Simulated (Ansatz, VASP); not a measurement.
**One calculation of SbSeBr3, two programs**

```xyz
5
Lattice="2.6357 -7.6593 0.0000 2.6357 7.6593 0.0000 0.0000 0.0000 5.4899" Properties=species:S:1:pos:R:3 pbc="T T T"
Sb    0.0000    0.0000    0.0000
Se    2.6357    0.0000    0.0000
Br    1.3179    3.8297    2.7449
Br    1.3179   -3.8297    2.7449
Br    2.6357    0.0000    2.7449
```

Alike in both runs: functional PBE; k mesh 8 × 8 × 8; occupations gaussian, width 0.1 eV; no spin polarisation.

Ansatz relaxed the structure, and its values are those at the end. VASP's run is a single point on that final structure, the one shown.

|  | VASP | Ansatz |
| --- | --- | --- |
| version | VASP 6.6.1 | Ansatz 0.2.0 |
| potentials or method | VASP PAW PBE potentials, release 64 (Sb, Se, Br), cutoff 520 eV | scalar-relativistic, plane waves, PAW |
| valence electrons in the cell | 32 | 52 |

|  | VASP | Ansatz | Ansatz less VASP |
| --- | --- | --- | --- |
| gap on the k mesh at the Fermi level (eV) | none | none | - |
| pressure (GPa) | 0.0 | 0.0 | +0.01 |

A gap of «none» marks a metal or a gap that the smearing closes. VASP's potentials hold 32 valence electrons a cell and Ansatz's 52, so a difference there can come from the potentials and not from the codes.

Spin-orbit coupling is off throughout.
